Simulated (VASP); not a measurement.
## Al3C8: single point with PBE

The system is Al3C8.

```
Al C
1.0
     4.91204    0.00000    0.00000
    -2.45602    4.25395    0.00000
     0.00000    0.00000    3.01611
Al C
3 8
Cartesian
  -1.2280 2.1270 1.5081
  2.4560 0.0000 1.5081
  1.2280 2.1270 1.5081
  2.4560 2.8360 0.0000
  3.6840 0.7090 0.0000
  0.0000 2.8360 0.0000
  1.2280 0.7090 0.0000
  1.2280 3.5450 0.0000
  2.4560 1.4180 0.0000
  -1.2280 3.5450 0.0000
  0.0000 1.4180 0.0000
```

| Property | Result |
| --- | --- |
| Program | VASP 6.6.1 |
| Task | single point |
| Functional | PBE |
| Potentials or basis | VASP PAW PBE potentials, release 64 (Al, C) |
| Cutoff | 520 eV |
| k mesh | 6 × 6 × 6 |
| Occupations | gaussian, width 0.1 eV |
| Spin | no spin polarisation |
| Dipole correction | no |
| Further INCAR settings | ALGO = Normal; EDIFF = 1e-07; NBANDS = 32 |

| Quantity | Value |
| --- | --- |
| Pressure | 142.5 GPa |
| Largest force | 1.293 eV/Å |

Forces in eV/Å, atoms in the order of the input:
```
Al   0.000  0.000  0.000
Al   0.000  0.000  0.000
Al   0.000  0.000  0.000
C    0.000  1.293  0.000
C    1.120 -0.647  0.000
C    0.000  0.000  0.000
C   -1.120 -0.647  0.000
C    1.120  0.647  0.000
C    0.000  0.000  0.000
C   -1.120  0.647  0.000
C    0.000 -1.293  0.000
```

Stress tensor (GPa, compression positive):
```
124.87   0.00   0.00
  0.00 124.87   0.00
  0.00   0.00 177.81
```

Levels at points of the mesh, in eV from the Fermi level:
```tsv
k point	band 17	band 18	band 19	band 20	band 21	band 22	band 23	band 24
(0.00, 0.00, 0.00)	-5.74	-4.37	-4.37	-3.32	-1.48	-1.40	-1.40	-0.89
(0.50, 0.00, 0.00)	-4.70	-3.68	-3.19	-2.96	-0.93	-0.24	0.14	1.10
(0.00, 0.00, 0.50)	-8.59	-8.59	-7.69	0.38	0.38	1.20	1.48	1.48
(0.50, 0.00, 0.50)	-6.89	-6.85	-2.09	-1.56	0.66	0.86	1.53	1.72
```

It took 54 s on 1 thread of Intel(R) Xeon(R) Platinum 8175M CPU @ 2.50GHz (Skylake/Cascade Lake), with other jobs on the host, peak memory 0.2 GiB.

Caveat: forces of over 1 eV/Å act on the atoms, so gaps and moduli don't describe the material at rest.
